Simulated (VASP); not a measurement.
Runs of VASP 6.6.1 on HfC. The structure is that of space group P6_3/mmc (No. 194), or close to it. The cells are those of the table. 

| task | cell | cutoff (eV) | gap on the mesh (eV) | pressure (GPa) |
| --- | --- | --- | --- | --- |
| single point | a = 3.184, b = 3.184, c = 5.029 Å, angles 90.0, 90.0, 120.0°, 4 atoms | 520 | none | (a) |
| relaxation of cell and atoms | relaxed to 10 GPa from a = 3.343, b = 3.343, c = 5.203 Å, angles 90.0, 90.0, 120.0°, 4 atoms | 600 | none | 10.0 |
| single point | a = 3.215, b = 3.215, c = 5.080 Å, angles 90.0, 90.0, 120.0°, 4 atoms | 520 | none | 20.0 |
| single point | a = 3.290, b = 3.290, c = 5.205 Å, angles 90.0, 90.0, 120.0°, 4 atoms | 520 | none | -0.4 |
| relaxation of cell and atoms | relaxed to 30 GPa from a = 3.343, b = 3.343, c = 5.203 Å, angles 90.0, 90.0, 120.0°, 4 atoms | 600 | none | 30.0 |
| relaxation of cell and atoms | relaxed from a = 3.343, b = 3.343, c = 5.203 Å, angles 90.0, 90.0, 120.0°, 4 atoms | 600 | none | 0.0 |
| single point | a = 3.250, b = 3.250, c = 5.137 Å, angles 90.0, 90.0, 120.0°, 4 atoms | 520 | none | 9.8 |
| relaxation of cell and atoms | relaxed to 40 GPa from a = 3.343, b = 3.343, c = 5.203 Å, angles 90.0, 90.0, 120.0°, 4 atoms | 600 | none | 40.0 |

Alike in all rows: level PBEsol; potentials or basis VASP PAW PBE potentials, release 64 (Hf_pv, C); no spin polarisation; k mesh 8 × 8 × 4; smearing methfessel-paxton 0.05 eV.

Question: Fill in the values left out.

Answer: (a) 30.2.

Caveats: the PAW data sets were made with another functional, which shifts forces and pressure a little; spin-orbit coupling is left out, which moves the levels of the heavy elements; the cell is relaxed towards a set pressure, so the enthalpy falls and the energy may rise (some runs).

A k mesh can miss the band edges, and the runs leave out spin-orbit coupling on Hf.

A gap of «none» marks levels without a gap at the run's occupations.
